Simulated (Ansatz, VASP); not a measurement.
## CsI in VASP and in Ansatz

File INCAR:

```
SYSTEM = CsI
ALGO = Normal ; EDIFF = 1E-6
ENCUT = 500 ; GGA = PE
GGA_COMPAT = .False. ; ISIF = 2
ISMEAR = 0 ; LASPH = .True.
LCHARG = .False. ; LREAL = .False.
LWAVE = .False. ; NBANDS = 15
NELM = 120 ; PREC = Accurate
SIGMA = 0.02
```

KPOINTS

```
k-points
0
Gamma
  6 6 6
  0 0 0
```

Contents of POSCAR:

```
CsI
1.0
    4.7575299560      0.0000000000      0.0000000000
    0.0000000000      4.7575299560      0.0000000000
    0.0000000000      0.0000000000      4.7575299560
Cs I
1 1
Direct
    0.0000000000      0.0000000000      0.0000000000
    0.5000000000      0.5000000000      0.5000000000
```

Input for Ansatz:

```yaml
crystal:
  lattice:
    - [4.757529956, 0.0, 0.0]
    - [0.0, 4.757529956, 0.0]
    - [0.0, 0.0, 4.757529956]
  atoms:
    - { symbol: Cs, position: [0.0, 0.0, 0.0] }
    - { symbol: I, position: [0.5, 0.5, 0.5] }
basis:
  ecutwfc: 420
kpoints:
  mp_grid: { grid: [6, 6, 6] }
hamiltonian:
  xc: pbe
scf:
  occupations: { method: gaussian, width: 0.02 }
output:
  forces: true
  stress: true
  eigenvalues: true
```

Alike in both runs: task single point; functional PBE; k mesh 6 × 6 × 6; occupations gaussian, width 0.02 eV; no spin polarisation.

|  | VASP | Ansatz |
| --- | --- | --- |
| version | VASP 6.6.1 | Ansatz 0.2.0 |
| potentials or method | VASP PAW PBE potentials, release 64 (Cs_sv, I), cutoff 500 eV | scalar-relativistic, plane waves, PAW |
| valence electrons in the cell | 16 | 26 |

```csv
,VASP,Ansatz,Ansatz less VASP
gap on the k mesh at the Fermi level (eV),3.52,3.53,+0.010
least direct gap on the mesh (eV),3.61,3.62,+0.007
pressure (GPa),-0.5,-0.5,-0.02
```

The functional is the same, so the differences come from potentials, cutoffs and numerics. VASP's potentials hold 16 valence electrons a cell and Ansatz's 26, so a difference there can come from the potentials and not from the codes.

Neither program's run includes spin-orbit coupling.
